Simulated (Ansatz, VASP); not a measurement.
Ge in VASP and in Ansatz

```xyz
4
Lattice="3.9137 0.0000 0.0000 -1.9569 3.3894 0.0000 0.0000 0.0000 6.4751" Properties=species:S:1:pos:R:3 pbc="T T T"
Ge    1.9569    1.1298    0.4093
Ge    0.0000    2.2596    3.6469
Ge    1.9569    1.1298    2.8282
Ge    0.0000    2.2596    6.0657
```

Alike in both runs: task single point; functional r2SCAN; k mesh 12 × 12 × 6; occupations gaussian, width 0.01 eV; no spin polarisation.

```csv
,VASP,Ansatz
version,VASP 6.6.1,Ansatz 0.2.0
potentials or method,"VASP PAW PBE potentials, release 64 (Ge_d), cutoff 520 eV","scalar-relativistic, plane waves, PAW"
valence electrons in the cell,56,56
```

Ansatz gave:

| Quantity | Value |
| --- | --- |
| gap on the k mesh at the Fermi level (eV) | 0.28 |
| least direct gap on the mesh (eV) | 0.28 |
| pressure (GPa) | 5.0 |
| rms of the force components (eV/Å) | 0.001 |

Task: Estimate VASP's values.

Result: gap on the k mesh at the Fermi level (eV): 0.25; least direct gap on the mesh (eV): 0.25; pressure (GPa): 5.0; rms of the force components (eV/Å): 0.004.

VASP's potentials were made for PBE, not for r2SCAN. Atom by atom the forces differ by 0.005 eV/Å (rms over components). The functional is the same, so the differences come from potentials, cutoffs and numerics.
